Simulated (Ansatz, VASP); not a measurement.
Ta: VASP beside Ansatz

```
Ta
1.0
     2.87529    0.00000    0.00000
    -0.95843    2.71085    0.00000
     0.00000    0.00000   17.53660
Ta
3
Direct
  0.00000 0.00000 0.37065
  0.50000 0.50000 0.50000
  0.00000 0.00000 0.62935
```

Alike in both runs: task single point; functional PBE; k mesh 13 × 13 × 1; occupations fermi-dirac, width 0.1 eV; no spin polarisation.

|  | VASP | Ansatz |
| --- | --- | --- |
| version | VASP 6.6.1 | Ansatz 0.2.0 |
| potentials or method | VASP PAW PBE potentials, release 64 (Ta_pv), cutoff 400 eV | all-electron LAPW, scalar-relativistic |

|  | VASP | Ansatz | Ansatz less VASP |
| --- | --- | --- | --- |
| rms of the force components (eV/Å) | 0.002 | 0.003 | +0.0014 |

Atom by atom the forces differ by 0.001 eV/Å (rms over components). Ansatz ran all-electron here, and VASP with PAW potentials. Ansatz's warnings: vacuum density over bound.

Spin-orbit coupling is off throughout.
